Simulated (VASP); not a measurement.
# Na (Im-3m) in VASP: a series of runs

Runs on Na. Level: PBEsol. Tasks: elastic constants.

Everything below comes from runs of VASP 6.6.1. Logs are shortened: lines on timing, memory, paths and dates and some standing lists are left out, and cuts for length are marked.

### Step 1. The cell of the first run

The structure is cubic, space group Im-3m (No. 229). Conventional cell: a = 4.170 Å, b = 4.170 Å, c = 4.170 Å, α = 90.00°, β = 90.00°, γ = 90.00°. Na (site symmetry m-3m) has 14 Na at 3.61 to 4.17 Å within 4.7 Å.

### Step 2. Elastic constants, PBEsol

File INCAR:

```
SYSTEM = Na
PREC     = Accurate       ! precision mode
ENCUT    = 600            ! plane-wave cutoff, eV
EDIFF    = 1E-8           ! SCF threshold, eV
ISMEAR   = -1             ! smearing method
SIGMA    = 0.08           ! smearing width, eV
LREAL    = .FALSE.        ! projectors in reciprocal space
LASPH    = .TRUE.         ! aspherical terms in the spheres
NELM     = 60             ! most SCF steps
ALGO     = Normal         ! electronic algorithm
ISIF     = 3              ! what is computed and relaxed
LWAVE    = .FALSE.        ! write WAVECAR
LCHARG   = .FALSE.        ! write CHGCAR
GGA      = PS             ! functional
IBRION   = 6              ! ionic algorithm
NFREE    = 2            
POTIM    = 0.015          ! step
NSW      = 1              ! ionic steps
```

File KPOINTS:

```
regular mesh
0
G
  16 16 16
  0 0 0
```

File POSCAR:

```
Na
1.0
   -2.0851031346      2.0851031346      2.0851031346
    2.0851031346     -2.0851031346      2.0851031346
    2.0851031346      2.0851031346     -2.0851031346
Na
1
Direct
    0.0000000000      0.0000000000      0.0000000000
```

Potentials or basis: VASP PAW PBE potentials, release 64 (Na_pv).

Run with:

```sh
> cat potpaw_PBE.64/Na_pv/POTCAR > POTCAR
> mpirun -np 1 vasp_std > vasp.out
```

OUTCAR:

```text
SYSTEM = Na
   PREC = Accurate
   ENCUT = 600
   EDIFF = 1E-8
   ISMEAR = -1
   LREAL = .FALSE.
   LASPH = .TRUE.
   NELM = 60
   ISIF = 3
   GGA = PS
   IBRION = 6
   NFREE = 2
   POTIM = 0.015
   NSW = 1

 ion  position               nearest neighbor table
   1  0.000  0.000  0.000-

  LATTYP: Found a body centered cubic cell.
 ALAT       =     4.1702062692

  Lattice vectors:

 A1 = (  -2.0851031346,   2.0851031346,   2.0851031346)
 A2 = (   2.0851031346,  -2.0851031346,   2.0851031346)
 A3 = (   2.0851031346,   2.0851031346,  -2.0851031346)

Analysis of symmetry for initial positions (statically):
=====================================================================
 Subroutine PRICEL returns:
 Original cell was already a primitive cell.

 Routine SETGRP: Setting up the symmetry group for a
 body centered cubic supercell.

 Subroutine GETGRP returns: Found 48 space group operations
 (whereof 48 operations were pure point group operations)
 out of a pool of 48 trial point group operations.

The static configuration has the point symmetry O_h .

Analysis of symmetry for dynamics (positions and initial velocities):
=====================================================================
 Subroutine PRICEL returns:
 Original cell was already a primitive cell.

 Routine SETGRP: Setting up the symmetry group for a
 body centered cubic supercell.

 Subroutine GETGRP returns: Found 48 space group operations
 (whereof 48 operations were pure point group operations)
 out of a pool of 48 trial point group operations.

The dynamic configuration has the point symmetry O_h .

 Subroutine INISYM returns: Found 48 space group operations
 (whereof 48 operations are pure point group operations),
 and found     1 'primitive' translations

----------------------------------------------------------------------------------------

                                     Primitive cell

  volume of cell :      36.2612

  direct lattice vectors                    reciprocal lattice vectors
    -2.085103135  2.085103135  2.085103135     0.000000000  0.239796292  0.239796292
     2.085103135 -2.085103135  2.085103135     0.239796292  0.000000000  0.239796292
     2.085103135  2.085103135 -2.085103135     0.239796292  0.239796292  0.000000000

  length of vectors
     3.611504568  3.611504568  3.611504568     0.339123168  0.339123168  0.339123168

  position of ions in fractional coordinates (direct lattice)
     0.000000000  0.000000000  0.000000000

  ion indices of the primitive-cell ions
   primitive index   ion index
                 1           1

----------------------------------------------------------------------------------------

 KPOINTS: regular mesh

Automatic generation of k-mesh.
 Grid dimensions read from file:
 generate k-points for:   16   16   16

 Generating k-lattice:

  Cartesian coordinates                     Fractional coordinates (reciprocal lattice)
     0.000000000  0.014987268  0.014987268     0.062500000  0.000000000  0.000000000
     0.014987268  0.000000000  0.014987268     0.000000000  0.062500000  0.000000000
     0.014987268  0.014987268  0.000000000     0.000000000  0.000000000  0.062500000

[... 94 lines left out ...]

--------------------------------------- Ionic step        1  -------------------------------------------

 number of electron       6.9999991 magnetization

 Free energy of the ion-electron system (eV)
  ---------------------------------------------------
  ext. energy  EPLUGINS =         0.00000000
  ---------------------------------------------------
  free energy    TOTEN  =        -1.40467406 eV

  energy without entropy =       -1.39514638  energy(sigma->0) =       -1.39991022

------------------------ aborting loop because EDIFF is reached ----------------------------------------

  FORCE on cell =-STRESS in cart. coord.  units (eV):
  Direction    XX          YY          ZZ          XY          YZ          ZX
  --------------------------------------------------------------------------------------
  -------------------------------------------------------------------------------------
  Total        0.0005110      0.0005110      0.0005110     -0.0000000     -0.0000000      0.0000000
  in kB        0.0225779      0.0225779      0.0225779     -0.0000000     -0.0000000      0.0000000
  external PRESSURE =       0.0225779 kB  Pullay stress =       0.0000000 kB
[... 86 lines left out ...]
  FREE ENERGIE OF THE ION-ELECTRON SYSTEM (eV)
  ---------------------------------------------------
  free  energy   TOTEN  =        -1.4044412062 eV

  energy  without entropy=       -1.3949947838  energy(sigma->0) =       -1.39971799

[... ionic steps 4 to 12 ...]

--------------------------------------- Ionic step       13  -------------------------------------------

 number of electron       6.9999992 magnetization

------------------------ aborting loop because EDIFF is reached ----------------------------------------
[... 65 lines left out ...]
--------------------------------------- Ionic step       15  -------------------------------------------

 number of electron       6.9999997 magnetization

 Free energy of the ion-electron system (eV)
  ---------------------------------------------------
  ext. energy  EPLUGINS =         0.00000000
  ---------------------------------------------------
  free energy    TOTEN  =        -1.40468247 eV

  energy without entropy =       -1.39515479  energy(sigma->0) =       -1.39991863

 E-fermi :   0.3691     XC(G=0):  -6.5596

 val. band max:        0.3586468749   @ k =  -0.3750   0.4375   0.1250
 cond. band min:       0.4195571740   @ k =  -0.4375   0.4375   0.0625
 fundamental gap:      0.0609102991
 Fermi energy:         0.3690661852

 k-point     1 :       0.0000    0.0000    0.0000
  band No.  band energies     occupation
      1     -24.3993      2.00000
      2     -24.3993      2.00000
      3     -24.3993      2.00000
      4      -2.9559      2.00000
      5      12.2451      0.00000
      6      12.2451      0.00000
      7      12.2451      0.00000
[... 221 lines left out ...]
 k-point    24 :       0.2500    0.1875    0.0000
  band No.  band energies     occupation
      1     -24.4297      2.00000
      2     -24.4118      2.00000
      3     -24.4025      2.00000
      4      -0.4316      1.99991
      5       4.6805      0.00000
      6       5.9605      0.00000
      7       9.1218      0.00000

 [... further k-points ...]

------------------------ aborting loop because EDIFF is reached ----------------------------------------

  FORCE on cell =-STRESS in cart. coord.  units (eV):
  Direction    XX          YY          ZZ          XY          YZ          ZX
  --------------------------------------------------------------------------------------
  -------------------------------------------------------------------------------------
  Total        0.0003889      0.0003889      0.0003889      0.0000000     -0.0000000     -0.0000000
  in kB        0.0171834      0.0171834      0.0171834      0.0000000     -0.0000000     -0.0000000
  external PRESSURE =       0.0171834 kB  Pullay stress =       0.0000000 kB
[... 16 lines left out ...]
  FREE ENERGIE OF THE ION-ELECTRON SYSTEM (eV)
  ---------------------------------------------------
  free  energy   TOTEN  =        -1.4046824652 eV

  energy  without entropy=       -1.3951547882  energy(sigma->0) =       -1.39991863

 INTERNAL STRAIN TENSORS FROM STRAINED CELLS
 ============================================

 INTERNAL STRAIN TENSOR FOR ION    1 for displacements in x,y,z  (eV/Angst):
          X           Y           Z          XY          YZ          ZX
  --------------------------------------------------------------------------------
  x     0.00000     0.00000     0.00000     0.00000     0.00000     0.00000
  y     0.00000     0.00000     0.00000     0.00000     0.00000     0.00000
  z    -0.00000     0.00000    -0.00000    -0.00000    -0.00000     0.00000

 INTERNAL STRAIN TENSORS FROM DISPLACED ATOMS
 ============================================

 INTERNAL STRAIN TENSOR FOR ION    1 for displacements in x,y,z  (eV/Angst):
          X           Y           Z          XY          YZ          ZX
  --------------------------------------------------------------------------------
  x     0.00000     0.00000     0.00000     0.00000     0.00000     0.00000
  y     0.00000     0.00000     0.00000     0.00000     0.00000     0.00000
  z     0.00000     0.00000     0.00000     0.00000     0.00000     0.00000

 Eigenvectors and eigenvalues of the dynamical matrix
 ----------------------------------------------------

   1 f/i=    0.000000 THz     0.000000 2PiTHz    0.000000 cm-1     0.000000 meV
             X         Y         Z           dx          dy          dz
      0.000000  0.000000  0.000000    -0.849899    0.526946    0.000000

   2 f/i=    0.000000 THz     0.000000 2PiTHz    0.000000 cm-1     0.000000 meV
             X         Y         Z           dx          dy          dz
      0.000000  0.000000  0.000000     0.000000    0.000000    1.000000

   3 f/i=    0.000000 THz     0.000000 2PiTHz    0.000000 cm-1     0.000000 meV
             X         Y         Z           dx          dy          dz
      0.000000  0.000000  0.000000    -0.526946   -0.849899    0.000000

--------------------------------------------------------------------------------------------------------

 ELASTIC MODULI CONTR FROM IONIC RELAXATION (kBar)
 Direction    XX          YY          ZZ          XY          YZ          ZX
 --------------------------------------------------------------------------------
 XX           0.0000      0.0000      0.0000      0.0000      0.0000      0.0000
 YY           0.0000      0.0000      0.0000      0.0000      0.0000      0.0000
 ZZ           0.0000      0.0000      0.0000      0.0000      0.0000      0.0000
 XY           0.0000      0.0000      0.0000      0.0000      0.0000      0.0000
 YZ           0.0000      0.0000      0.0000      0.0000      0.0000      0.0000
 ZX           0.0000      0.0000      0.0000      0.0000      0.0000      0.0000
 --------------------------------------------------------------------------------

 TOTAL ELASTIC MODULI (kBar)
 Direction    XX          YY          ZZ          XY          YZ          ZX
 --------------------------------------------------------------------------------
 XX          86.2016     71.7963     71.7963     -0.0000     -0.0000     -0.0000
 YY          71.7963     86.2016     71.7963     -0.0000     -0.0000      0.0000
 ZZ          71.7963     71.7963     86.2016     -0.0000      0.0000      0.0000
 XY          -0.0000     -0.0000     -0.0000     66.1151     -0.0000      0.0000
 YZ          -0.0000     -0.0000      0.0000     -0.0000     66.1151      0.0000
 ZX          -0.0000      0.0000      0.0000      0.0000      0.0000     66.1151
 --------------------------------------------------------------------------------
```

It took 15 min on 1 thread of Oxide Virtual Turin-like, shared host; peak memory 0.59 GiB.

What came out:

* Elastic constants C11, C12, C44: 9, 7, 7 GPa
* Voigt bulk modulus: 8 GPa

Elastic tensor in Voigt notation (GPa, in the Cartesian axes of the cell as first typed):
```
9 7 7 0 0 0
7 9 7 0 0 0
7 7 9 0 0 0
0 0 0 7 0 0
0 0 0 0 7 0
0 0 0 0 0 7
```

Clamped-ion elastic tensor (GPa):
```
9 7 7 0 0 0
7 9 7 0 0 0
7 7 9 0 0 0
0 0 0 7 0 0
0 0 0 0 7 0
0 0 0 0 0 7
```

Caveat: the PAW data sets were made with another functional, which shifts forces and pressure a little.

### Step 3. Elastic constants, PBEsol

This run uses another cell than the first one, of 25.88 Å³/atom, 0.714 times its volume.

File INCAR:

```
SYSTEM = Na
PREC = Accurate
ENCUT = 600
EDIFF = 1E-8
ISMEAR = -1
SIGMA = 0.08
LREAL = .False.
LASPH = .True.
NELM = 100
ALGO = Normal
ISIF = 3
LWAVE = .False.
LCHARG = .False.
GGA = PS
IBRION = 6
NFREE = 2
POTIM = 0.015
NSW = 1
```

File KPOINTS:

```
Automatic mesh
0
Gamma
  16 16 16
  0 0 0
```

File POSCAR:

```
Na
1.0
   -1.8632769965      1.8632769965      1.8632769965
    1.8632769965     -1.8632769965      1.8632769965
    1.8632769965      1.8632769965     -1.8632769965
Na
1
Direct
    0.0000000000      0.0000000000      0.0000000000
```

Potentials or basis: VASP PAW PBE potentials, release 64 (Na_pv).

Run with:

```sh
> cat potpaw_PBE.64/Na_pv/POTCAR > POTCAR
> mpirun -np 1 vasp_std > vasp.out
```

It took 15 min on 1 thread of Oxide Virtual Turin-like, shared host; peak memory 0.44 GiB.

It converged, with:

- Elastic constants C11, C12, C44: 21, 18, 12 GPa
- Voigt bulk modulus: 19 GPa

Elastic tensor in Voigt notation (GPa, in the Cartesian axes of the cell as first typed):
```
21 18 18  0  0  0
18 21 18  0  0  0
18 18 21  0  0  0
 0  0  0 12  0  0
 0  0  0  0 12  0
 0  0  0  0  0 12
```

Clamped-ion elastic tensor (GPa):
```
21 18 18  0  0  0
18 21 18  0  0  0
18 18 21  0  0  0
 0  0  0 12  0  0
 0  0  0  0 12  0
 0  0  0  0  0 12
```

Caveat: the cell is under stress, which shifts elastic constants; the PAW data sets were made with another functional, which shifts forces and pressure a little.

### Step 4. Elastic constants, PBEsol

File INCAR:

```
ALGO     = Normal         # electronic algorithm
EDIFF    = 1E-8           # SCF threshold, eV
ENCUT    = 600            # plane-wave cutoff, eV
GGA      = PS             # functional
IBRION   = 6              # ionic algorithm
ISIF     = 3              # what is computed and relaxed
ISMEAR   = -1             # smearing method
LASPH    = T              # aspherical terms in the spheres
LCHARG   = F              # write CHGCAR
LREAL    = F              # projectors in reciprocal space
LWAVE    = F              # write WAVECAR
NELM     = 60             # most SCF steps
NFREE    = 2            
NSW      = 1              # ionic steps
POTIM    = 0.015          # step
PREC     = Accurate       # precision mode
SIGMA    = 0.08           # smearing width, eV
```

File KPOINTS:

```
k-points
0
Gamma
  16 16 16
```

File POSCAR:

```
Na
1.0
   -2.0851031346      2.0851031346      2.0851031346
    2.0851031346     -2.0851031346      2.0851031346
    2.0851031346      2.0851031346     -2.0851031346
Na
1
Direct
    0.0000000000      0.0000000000      0.0000000000
```

Run with:

```sh
> cat potpaw_PBE.64/Na_pv/POTCAR > POTCAR
> mpirun -np 1 vasp_std > vasp.out
```

It took 20 min on 1 thread of Oxide Virtual Turin-like, shared host; peak memory 0.59 GiB.

The run converged. Its results:

```
Elastic constants C11, C12, C44 : 9, 7, 7 GPa
Voigt bulk modulus              : 8 GPa
```

Elastic tensor in Voigt notation (GPa, in the Cartesian axes of the cell as first typed):
```
9 7 7 0 0 0
7 9 7 0 0 0
7 7 9 0 0 0
0 0 0 7 0 0
0 0 0 0 7 0
0 0 0 0 0 7
```

Clamped-ion elastic tensor (GPa):
```
9 7 7 0 0 0
7 9 7 0 0 0
7 7 9 0 0 0
0 0 0 7 0 0
0 0 0 0 7 0
0 0 0 0 0 7
```

Caveat: the PAW data sets were made with another functional, which shifts forces and pressure a little.
